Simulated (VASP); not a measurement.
# SrVO3 in VASP: notebook

The runs below take SrVO3 through single point, relaxation of cell and atoms, with r2SCAN+U, PBEsol+U.

All numbers are computed with VASP 6.6.1; they aren't measurements. Logs are shortened: lines on timing, memory, paths and dates and some standing lists are left out, and cuts for length are marked.

## (1) The cell of the first run

The structure is trigonal, space group R-3m (No. 166). The conventional cell has a = 5.508 Å, b = 5.508 Å, c = 6.613 Å, α = 90.00°, β = 90.00°, γ = 120.00°. Sr (site symmetry -3m) has 12 O at 2.72 to 2.75 Å and 8 V at 3.31 to 3.37 Å within 3.6 Å. V (site symmetry -3m) has 6 O at 1.93 Å within 2.6 Å. O (site symmetry 2/m) has 2 V at 1.93 Å within 2.6 Å.

## (2) Single point, r2SCAN+U, collinear spin, ferromagnetic start

Input file POSCAR:

```
SrVO3
1.0
    3.8694583232     -0.0255784047      0.0255784047
   -0.0255784047      3.8694583232      0.0255784047
    0.0255784047      0.0255784047      3.8694583232
Sr V O
1 1 3
Direct
    0.5000000000      0.5000000000      0.5000000000
    0.0000000000      0.0000000000      0.0000000000
    0.0000000000      0.0000000000      0.5000000000
    0.0000000000      0.5000000000      0.0000000000
    0.5000000000      0.0000000000      0.0000000000
```

Input file INCAR.step1:

```
SYSTEM = SrVO3
ALGO     = Normal         ! electronic algorithm
EDIFF    = 1E-4           ! SCF threshold, eV
ENCUT    = 520            ! plane-wave cutoff, eV
GGA      = PE             ! functional
ISMEAR   = -1             ! smearing method
ISPIN    = 2              ! spin polarisation
LASPH    = .True.         ! aspherical terms in the spheres
LCHARG   = .False.        ! write CHGCAR
LDAU     = .True.         ! DFT+U
LDAUJ    = 0 0 0        
LDAUL    = -1 2 -1        ! shell
LDAUTYPE = 2            
LDAUU    = 0 4.5 0        ! U, eV
LMAXMIX  = 4              ! l up to which the mixer works
LREAL    = .False.        ! projectors in reciprocal space
LWAVE    = .True.         ! write WAVECAR
MAGMOM   = 0 2 0 0 0      ! initial moments
NBANDS   = 32             ! bands
NELM     = 150            ! most SCF steps
PREC     = Accurate       ! precision mode
SIGMA    = 0.05           ! smearing width, eV
```

Input file INCAR.step2:

```
SYSTEM = SrVO3
ALGO     = Normal         ! electronic algorithm
EDIFF    = 1E-7           ! SCF threshold, eV
ENCUT    = 520            ! plane-wave cutoff, eV
ISIF     = 2              ! what is computed and relaxed
ISMEAR   = -1             ! smearing method
ISPIN    = 2              ! spin polarisation
ISTART   = 1            
LASPH    = .True.         ! aspherical terms in the spheres
LCHARG   = .False.        ! write CHGCAR
LDAU     = .True.         ! DFT+U
LDAUJ    = 0 0 0        
LDAUL    = -1 2 -1        ! shell
LDAUPRINT= 1            
LDAUTYPE = 2            
LDAUU    = 0 4.5 0        ! U, eV
LMAXMIX  = 4              ! l up to which the mixer works
LMIXTAU  = .True.       
LORBIT   = 11             ! projections on sites
LREAL    = .False.        ! projectors in reciprocal space
LWAVE    = .False.        ! write WAVECAR
MAGMOM   = 0 2 0 0 0      ! initial moments
METAGGA  = R2SCAN         ! meta-GGA
NBANDS   = 32             ! bands
NELM     = 150            ! most SCF steps
PREC     = Accurate       ! precision mode
SIGMA    = 0.05           ! smearing width, eV
```

Input file KPOINTS:

```
k-points
0
Gamma
  7 7 7
  0 0 0
```

Potentials or basis: VASP PAW PBE potentials, release 64 (Sr_sv, V_sv, O).

On the command line:

```bash
$ cat potpaw_PBE.64/Sr_sv/POTCAR potpaw_PBE.64/V_sv/POTCAR potpaw_PBE.64/O/POTCAR > POTCAR
$ cp INCAR.step1 INCAR
$ mpirun -np 1 vasp_std > vasp.out
$ cp INCAR.step2 INCAR
$ mpirun -np 1 vasp_std > vasp.out
```

OUTCAR:

```text
SYSTEM = SrVO3
   EDIFF = 1E-7
   ENCUT = 520
   ISIF = 2
   ISMEAR = -1
   ISPIN = 2
   ISTART = 1
   LASPH = .True.
   LORBIT = 11
   LREAL = .False.
   METAGGA = R2SCAN
   NELM = 150
   PREC = Accurate

 ion  position               nearest neighbor table
   1  0.500  0.500  0.500-   3 2.72   4 2.72   5 2.72   5 2.72   4 2.72   3 2.72   4 2.75   5 2.75
                             3 2.75   5 2.75   4 2.75   3 2.75   2 3.31   2 3.31   2 3.37   2 3.37
   2  0.000  0.000  0.000-   3 1.93   3 1.93   5 1.93   4 1.93   4 1.93   5 1.93   1 3.31   1 3.31
                             1 3.37   1 3.37   1 3.37   1 3.37   1 3.37   1 3.37
   3  0.000  0.000  0.500-   2 1.93   2 1.93   1 2.72   1 2.72   1 2.75   1 2.75
   4  0.000  0.500  0.000-   2 1.93   2 1.93   1 2.72   1 2.72   1 2.75   1 2.75
   5  0.500  0.000  0.000-   2 1.93   2 1.93   1 2.72   1 2.72   1 2.75   1 2.75

  LATTYP: Found a trigonal (rhomboedric) cell.
 ALAT       =     3.8696274013
 COS(alpha) =    -0.0131758163

  Lattice vectors:

 A1 = (  -3.8694583232,   0.0255784047,  -0.0255784047)
 A2 = (   0.0255784047,  -3.8694583232,  -0.0255784047)
 A3 = (   0.0255784047,   0.0255784047,   3.8694583232)

Analysis of symmetry for initial positions (statically):
=====================================================================
 Subroutine PRICEL returns:
 Original cell was already a primitive cell.

 Routine SETGRP: Setting up the symmetry group for a
 trigonal (rhombohedral) supercell.

 Subroutine GETGRP returns: Found 12 space group operations
 (whereof 12 operations were pure point group operations)
 out of a pool of 12 trial point group operations.

The static configuration has the point symmetry D_3d.

Analysis of symmetry for dynamics (positions and initial velocities):
=====================================================================
 Subroutine PRICEL returns:
 Original cell was already a primitive cell.

 Routine SETGRP: Setting up the symmetry group for a
 trigonal (rhombohedral) supercell.

 Subroutine GETGRP returns: Found 12 space group operations
 (whereof 12 operations were pure point group operations)
 out of a pool of 12 trial point group operations.

The dynamic configuration has the point symmetry D_3d.

Analysis of structural, dynamic, and magnetic symmetry:
=====================================================================
 Subroutine PRICEL returns:
 Original cell was already a primitive cell.

 Routine SETGRP: Setting up the symmetry group for a
 trigonal (rhombohedral) supercell.

 Subroutine GETGRP returns: Found 12 space group operations
 (whereof 12 operations were pure point group operations)
 out of a pool of 12 trial point group operations.

The overall configuration has the point symmetry D_3d.

 Subroutine INISYM returns: Found 12 space group operations
 (whereof 12 operations are pure point group operations),
 and found     1 'primitive' translations

----------------------------------------------------------------------------------------

                                     Primitive cell

  volume of cell :      57.9286

  direct lattice vectors                    reciprocal lattice vectors
     3.869458323 -0.025578405  0.025578405     0.258456843  0.001719854 -0.001719854
    -0.025578405  3.869458323  0.025578405     0.001719854  0.258456843 -0.001719854
     0.025578405  0.025578405  3.869458323    -0.001719854 -0.001719854  0.258456843

  length of vectors
     3.869627401  3.869627401  3.869627401     0.258468287  0.258468287  0.258468287

  position of ions in fractional coordinates (direct lattice)
     0.500000000  0.500000000  0.500000000
     0.000000000  0.000000000  0.000000000
     1.000000000  1.000000000  0.500000000
     0.000000000  0.500000000  1.000000000
     0.500000000  0.000000000  1.000000000

  ion indices of the primitive-cell ions
   primitive index   ion index
                 1           1
                 2           2
                 3           3
                 4           4
                 5           5
[... 78 lines left out ...]
[... 28 lines left out ...]
  o =  0.2814  v =  0.0000  0.0000  0.0000  0.0000  0.0000 -0.0335 -0.0160 -0.9988 -0.0175 -0.0265      0.0000  0.0000  0.0000  0.0000  0.0000  0.0000  0.0000  0.0000  0.0000  0.0000
  o =  0.3146  v = -0.0054 -0.1140 -0.0417  0.1085  0.9866  0.0000  0.0000  0.0000  0.0000  0.0000      0.0000  0.0000  0.0000  0.0000  0.0000  0.0000  0.0000  0.0000  0.0000  0.0000
  o =  0.3146  v = -0.1285 -0.0595 -0.9866 -0.0689 -0.0417  0.0000  0.0000  0.0000  0.0000  0.0000      0.0000  0.0000  0.0000  0.0000  0.0000  0.0000  0.0000  0.0000  0.0000  0.0000
  o =  0.9525  v = -0.5774  0.5774 -0.0000  0.5774  0.0000  0.0000  0.0000  0.0000  0.0000  0.0000      0.0000  0.0000  0.0000  0.0000  0.0000  0.0000  0.0000  0.0000  0.0000  0.0000

 number of electron      41.0000022 magnetization       0.9999999

 Free energy of the ion-electron system (eV)
  ---------------------------------------------------
  ext. energy  EPLUGINS =         0.00000000
  ---------------------------------------------------
  free energy    TOTEN  =       -58.79884123 eV

  energy without entropy =      -58.79883936  energy(sigma->0) =      -58.79884030

 E-fermi :   4.8633     XC(G=0): -12.1335

 val. band max:        4.3848159886   @ k =   0.4286   0.4286   0.4286
 cond. band min:       5.2678740409   @ k =   0.0000   0.0000   0.0000
 fundamental gap:      0.8830580523
 Fermi energy:         4.8632936098

 spin component 1

 k-point     1 :       0.0000    0.0000    0.0000
  band No.  band energies     occupation
      1     -64.0532      1.00000
      2     -36.8374      1.00000
      3     -36.8374      1.00000
      4     -36.5204      1.00000
      5     -29.7397      1.00000
      6     -14.7654      1.00000
[... 1673 lines left out ...]
     31      14.4864      0.00000
     32      19.6271      0.00000

 [... further k-points ...]

------------------------ aborting loop because EDIFF is reached ----------------------------------------

  FORCE on cell =-STRESS in cart. coord.  units (eV):
  Direction    XX          YY          ZZ          XY          YZ          ZX
  --------------------------------------------------------------------------------------
  -------------------------------------------------------------------------------------
  Total        1.1550318      1.1550318      1.1550318      0.0249822     -0.0249822     -0.0249822
  in kB       31.9456116     31.9456116     31.9456116      0.6909535     -0.6909535     -0.6909535
  external PRESSURE =      31.9456116 kB  Pullay stress =       0.0000000 kB

 VOLUME and BASIS-vectors are now :
 -----------------------------------------------------------------------------
  energy-cutoff  :      520.00
  volume of cell :       57.93
      direct lattice vectors                 reciprocal lattice vectors
     3.869458323 -0.025578405  0.025578405     0.258456843  0.001719854 -0.001719854
    -0.025578405  3.869458323  0.025578405     0.001719854  0.258456843 -0.001719854
     0.025578405  0.025578405  3.869458323    -0.001719854 -0.001719854  0.258456843

 POSITION                                       TOTAL-FORCE (eV/Angst)
 -----------------------------------------------------------------------------------
      1.93473      1.93473      1.96031        -0.000000     -0.000000     -0.000000
      0.00000      0.00000      0.00000         0.000000      0.000000     -0.000000
      0.01279      0.01279      1.93473         0.000000     -0.000000     -0.000000
     -0.01279      1.93473      0.01279        -0.000000      0.000000      0.000000
      1.93473     -0.01279      0.01279         0.000000      0.000000      0.000000
 -----------------------------------------------------------------------------------
    total drift:                                0.000000     -0.000000      0.000000

  FREE ENERGIE OF THE ION-ELECTRON SYSTEM (eV)
  ---------------------------------------------------
  free  energy   TOTEN  =       -58.7988412338 eV

  energy  without entropy=      -58.7988393641  energy(sigma->0) =      -58.79884030

 total charge

# of ion       s       p       d       tot
------------------------------------------
    1        1.999   5.890   0.196   8.085
    2        2.280   6.342   2.696  11.319
    3        1.566   3.533   0.000   5.099
    4        1.566   3.533   0.000   5.099
    5        1.566   3.533   0.000   5.099
--------------------------------------------------
tot          8.976  22.832   2.892  34.700

 magnetization (x)

# of ion       s       p       d       tot
------------------------------------------
    1        0.000  -0.000   0.001   0.001
    2        0.008   0.007   1.009   1.024
    3       -0.001  -0.017   0.000  -0.018
    4       -0.001  -0.017   0.000  -0.018
    5       -0.001  -0.017   0.000  -0.018
--------------------------------------------------
tot          0.006  -0.044   1.010   0.972
```

Wall time 7.5 min (1 thread of Intel Xeon Platinum 8488C (Sapphire Rapids), shared host); peak memory 0.28 GiB.

Results:

- Free energy: -58.7988 eV
- Pressure: 3.2 GPa
- Band gap on the k mesh: 0.88 eV (least direct gap 1.71 eV)
- Net moment: 1.00 μB per cell
- Site moments: Sr +0.00; V +1.02; O -0.02 μB
- Valence electrons inside the program's atomic spheres: Sr 8.09; V 11.32; O 5.10

Levels at points of the mesh, in eV from the valence-band top:
Spin up:
| k point | band 17 | band 18 | band 19 | band 20 | band 21 | band 22 | band 23 | band 24 | band 25 | band 26 |
| --- | --- | --- | --- | --- | --- | --- | --- | --- | --- | --- |
| (0.00, 0.00, 0.00) | -1.65 | -1.65 | -0.91 | -0.91 | -0.83 | 0.88 | 0.88 | 2.74 | 2.74 | 5.65 |
Spin down:
```
           k point  band 17  band 18  band 19  band 20  band 21  band 22  band 23  band 24
(0.00, 0.00, 0.00)    -1.62    -0.97    -0.97    -0.85     1.96     1.96     3.33     3.39
```

Eigenvalues of the final occupation matrices:
```csv
site,spin,trace,eigenvalues
site 2 d,1,1.87,0.14 0.14 0.31 0.31 0.95
site 2 d,2,0.86,0.08 0.11 0.11 0.28 0.28
```

Caveat: the cell stands under pressure; the PAW data sets were made with another functional, which shifts forces and pressure a little. The state reached can hang on the start; a lower one may exist.

## (3) Single point, PBEsol+U, collinear spin, ferromagnetic start

This run uses another cell than the first one, of 11.41 Å³/atom.

Input file INCAR:

```
SYSTEM = SrVO3
PREC = Accurate ; ENCUT = 520
EDIFF = 1E-6 ; ISMEAR = -1
SIGMA = 0.05 ; LREAL = .FALSE.
LASPH = .TRUE. ; NELM = 150
ALGO = Normal ; ISIF = 2
LWAVE = .FALSE. ; LCHARG = .FALSE.
ISPIN = 2 ; MAGMOM = 0 2 0 0 0
LORBIT = 11 ; LMAXMIX = 4
LDAU = .TRUE. ; LDAUTYPE = 2
LDAUL = -1 2 -1 ; LDAUU = 0 4.5 0
LDAUJ = 0 0 0 ; LDAUPRINT = 1
GGA = PS ; NBANDS = 32
```

Input file KPOINTS:

```
regular mesh
0
G
  7 7 7
  0 0 0
```

POSCAR: that of step 2 with these lines changed.

```diff
@@ -2,5 +2,5 @@
 1.0
-    3.8694583232     -0.0255784047      0.0255784047
-   -0.0255784047      3.8694583232      0.0255784047
-    0.0255784047      0.0255784047      3.8694583232
+    3.8500906943     -0.0254968994      0.0254968994
+   -0.0254968994      3.8500906943      0.0254968994
+    0.0254968994      0.0254968994      3.8500906943
 Sr V O
```

Potentials or basis: VASP PAW PBE potentials, release 64 (Sr_sv, V_sv, O).

On the command line:

```bash
$ cat potpaw_PBE.64/Sr_sv/POTCAR potpaw_PBE.64/V_sv/POTCAR potpaw_PBE.64/O/POTCAR > POTCAR
$ mpirun -np 1 vasp_std > vasp.out
```

It took 4.9 min on 1 thread of AMD EPYC 9R45 (Zen 5), shared host; peak memory 0.25 GiB.

It converged, with:

| Quantity | Value |
| --- | --- |
| Free energy | -36.9635 eV |
| Pressure | 1.6 GPa |
| Band gap on the k mesh | zero (filled and empty bands overlap) |
| Net moment | 1.00 μB per cell |
| Site moments | Sr -0.00; V +1.15; O -0.07 μB |
| Valence electrons inside the program's atomic spheres | Sr 7.99; V 11.49; O 5.04 |

Stress tensor (GPa, compression positive):
```
 1.59  1.74 -1.74
 1.74  1.59 -1.74
-1.74 -1.74  1.59
```

Levels at points of the mesh, in eV from the Fermi level:
Spin up:
| k point | band 17 | band 18 | band 19 | band 20 | band 21 | band 22 | band 23 | band 24 | band 25 | band 26 |
| --- | --- | --- | --- | --- | --- | --- | --- | --- | --- | --- |
| (0.00, 0.00, 0.00) | -2.75 | -2.01 | -2.01 | -1.90 | -1.61 | -1.61 | -1.53 | 1.48 | 1.48 | 3.82 |
Spin down:
```
           k point  band 18  band 19  band 20  band 21  band 22  band 23
(0.00, 0.00, 0.00)    -2.11    -2.11    -2.00     0.93     1.04     1.04
```

Eigenvalues of the final occupation matrices:
| site | spin | trace | eigenvalues |
| --- | --- | --- | --- |
| site 2 d | 1 | 2.00 | 0.31 0.31 0.44 0.47 0.47 |
| site 2 d | 2 | 0.86 | 0.10 0.10 0.10 0.28 0.28 |

Caveat: the PAW data sets were made with another functional, which shifts forces and pressure a little. The state reached can hang on the start; a lower one may exist.

## (4) Relaxation of cell and atoms, PBEsol+U, collinear spin, ferromagnetic start

This run uses another cell than the first one, of 11.33 Å³/atom.

Input file INCAR:

```
SYSTEM = SrVO3
  PREC = Accurate
  ENCUT = 600
  EDIFF = 1E-7
  ISMEAR = -1
  SIGMA = 0.05
  LREAL = .False.
  LASPH = .True.
  NELM = 150
  ALGO = Normal
  ISIF = 3
  LWAVE = .False.
  LCHARG = .False.
  ISPIN = 2
  MAGMOM = 0 2 0 0 0
  LORBIT = 11
  LMAXMIX = 4
  LDAU = .True.
  LDAUTYPE = 2
  LDAUL = -1 2 -1
  LDAUU = 0 4.5 0
  LDAUJ = 0 0 0
  LDAUPRINT = 1
  GGA = PS
  IBRION = 2
  NSW = 60
  EDIFFG = -0.01
```

Input file KPOINTS:

```
regular mesh
0
Gamma
  7 7 7
  0 0 0
```

POSCAR: that of step 3 with these lines changed.

```diff
@@ -2,5 +2,5 @@
 1.0
-    3.8500906943     -0.0254968994      0.0254968994
-   -0.0254968994      3.8500906943      0.0254968994
-    0.0254968994      0.0254968994      3.8500906943
+    3.8409000000      0.0000000000      0.0000000000
+    0.0000000000      3.8409000000      0.0000000000
+    0.0000000000      0.0000000000      3.8409000000
 Sr V O
```

On the command line:

```bash
$ cat potpaw_PBE.64/Sr_sv/POTCAR potpaw_PBE.64/V_sv/POTCAR potpaw_PBE.64/O/POTCAR > POTCAR
$ mpirun -np 1 vasp_std > vasp.out
```

It took 97 s on 1 thread of AMD EPYC 9R45 (Zen 5), shared host; peak memory 0.21 GiB.

The run converged. Its results:

* Free energy: -36.9809 eV
* Relaxed volume: 11.48 Å³/atom
* Relaxed cell: a = 3.857 Å, b = 3.857 Å, c = 3.857 Å, α = 90.00°, β = 90.00°, γ = 90.00°
* Space group after relaxing (to 0.1 Å): Pm-3m (No. 221)
* Energy gained by relaxing: 1.1 meV/atom
* Ionic steps: 3
* Pressure after relaxing: 0.0 GPa
* Band gap on the k mesh: zero (filled and empty bands overlap)
* Net moment: 1.00 μB per cell
* Site moments: Sr -0.00; V +1.16; O -0.07 μB
* Valence electrons inside the program's atomic spheres: Sr 7.98; V 11.48; O 5.03

The path:
| step | energy change (eV) | largest force (eV/Å) | pressure (GPa) | volume (Å³) |
| --- | --- | --- | --- | --- |
| 1 | 0.0000 | 0.0000 | 2.42 | 56.66 |
| 2 | -0.0010 | 0.0000 | -2.10 | 58.08 |
| 3 | -0.0055 | 0.0000 | 0.01 | 57.40 |

Final structure:
```xyz
5
Lattice="3.8575 0.0000 0.0000 0.0000 3.8575 0.0000 0.0000 0.0000 3.8575" Properties=species:S:1:pos:R:3 pbc="T T T"
Sr    1.9287    1.9287    1.9287
V     0.0000    0.0000    0.0000
O     0.0000    0.0000    1.9287
O     0.0000    1.9287    0.0000
O     1.9287    0.0000    0.0000
```

Levels at points of the mesh, in eV from the Fermi level:
Spin up:
```
           k point  band 19  band 20  band 21  band 22  band 23  band 24
(0.00, 0.00, 0.00)    -1.95    -1.95    -1.57    -1.57    -1.57     1.47
```
Spin down:
```
           k point  band 16  band 17  band 18  band 19  band 20  band 21  band 22  band 23  band 24  band 25
(0.00, 0.00, 0.00)    -2.85    -2.85    -2.06    -2.06    -2.06     1.03     1.03     1.03     2.31     2.31
```

Eigenvalues of the final occupation matrices:
| site | spin | trace | eigenvalues |
| --- | --- | --- | --- |
| site 2 d | 1 | 2.00 | 0.31 0.31 0.46 0.46 0.46 |
| site 2 d | 2 | 0.86 | 0.10 0.10 0.10 0.28 0.28 |

Caveat: the PAW data sets were made with another functional, which shifts forces and pressure a little.

## (5) The runs side by side

```tsv
task	level	cell	cutoff (eV)	gap on the mesh (eV)	pressure (GPa)	moment (μB)
single point	r2SCAN+U	a = 3.870 Å, angles 89.2, 89.2, 90.8°, 5 atoms	520	0.88	3.2	1.00
single point	PBEsol+U	a = 3.850 Å, angles 89.2, 89.2, 90.8°, 5 atoms	520	none	1.6	1.00
relaxation of cell and atoms	PBEsol+U	relaxed from a = 3.841 Å, 5 atoms	600	none	0.0	1.00
```

Alike in all rows: potentials or basis VASP PAW PBE potentials, release 64 (Sr_sv, V_sv, O); spin collinear, ferromagnetic start; V d U = 4.5 eV; k mesh 7 × 7 × 7; smearing fermi-dirac 0.05 eV.

Caveats: the PAW data sets were made with another functional, which shifts forces and pressure a little; the cell stands under pressure (at least some runs).

Absolute energies hang on the potentials; compare differences alone.

The gap in the log of VASP goes by the Fermi energy; the results here count the filled bands.